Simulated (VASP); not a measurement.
A run of VASP 6.6.1 is set up as follows.

File INCAR:

```
SYSTEM = Rh
PREC     = Accurate       ! precision mode
ENCUT    = 520            ! plane-wave cutoff, eV
EDIFF    = 1E-6           ! SCF threshold, eV
ISMEAR   = -1             ! smearing method
SIGMA    = 0.1            ! smearing width, eV
LREAL    = .False.        ! projectors in reciprocal space
LASPH    = .True.         ! aspherical terms in the spheres
NELM     = 60             ! most SCF steps
ALGO     = Normal         ! electronic algorithm
ISIF     = 2              ! what is computed and relaxed
LWAVE    = .False.        ! write WAVECAR
LCHARG   = .False.        ! write CHGCAR
GGA      = RP             ! functional
NBANDS   = 22             ! bands
```

Contents of KPOINTS:

```
regular mesh
0
Gamma
  15 15 8
  0 0 0
```

The input POSCAR:

```
Rh
1.0
    2.8484910700      0.0000000000      0.0000000000
   -1.4242455350      2.4668656291      0.0000000000
    0.0000000000      0.0000000000      4.5884316968
Rh
2
Direct
    0.3333333333      0.6666666667      0.2500000000
    0.6666666667      0.3333333333      0.7500000000
```

Potentials or basis: VASP PAW PBE potentials, release 64 (Rh_pv).

Command:

```bash
$ cat potpaw_PBE.64/Rh_pv/POTCAR > POTCAR
$ mpirun -np 1 vasp_std > vasp.out
```

(1) What does it give for the pressure?

(2) Estimate the band gap on the k mesh.

Results:

(1) -19.4 GPa.

(2) zero (band 15 reaches 9.85 eV, above the bottom of band 16 at 8.07 eV).

Caveat: the PAW data sets were made with another functional, which shifts forces and pressure a little.
